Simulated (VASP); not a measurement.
A run of VASP 6.6.1 is set up as follows.

The input INCAR:

```
SYSTEM = Pt
PREC = Accurate
ENCUT = 600
EDIFF = 1E-7
ISMEAR = 0
SIGMA = 0.1
LREAL = .False.
LASPH = .True.
NELM = 80
ALGO = Normal
ISIF = 3
LWAVE = .False.
LCHARG = .False.
GGA = PS
IBRION = 2
NSW = 100
EDIFFG = -0.01
```

The input KPOINTS:

```
Automatic mesh
0
Gamma
  24 24 24
  0 0 0
```

POSCAR

```
Pt
1.0
   -1.5634788825      1.5634788825      1.5634788825
    1.5634788825     -1.5634788825      1.5634788825
    1.5634788825      1.5634788825     -1.5634788825
Pt
1
Direct
    0.0000000000      0.0000000000      0.0000000000
```

Potentials or basis: VASP PAW PBE potentials, release 64 (Pt).

The run is started by

```console
$ cat potpaw_PBE.64/Pt/POTCAR > POTCAR
$ mpirun -np 1 vasp_std > vasp.out
```

(1) Estimate the band gap on the k mesh.

(2) What does it give for the space group after relaxing (to 0.05 Å)?

(3) What does it give for the relaxed volume?

## Answers

(1) zero (band 5 reaches 11.83 eV, above the bottom of band 6 at 9.52 eV).

(2) Im-3m (No. 229).

(3) 15.19 Å³/atom.

Caveat: the PAW data sets were made with another functional, which shifts forces and pressure a little; spin-orbit coupling is left out, which moves the levels of the heavy elements.
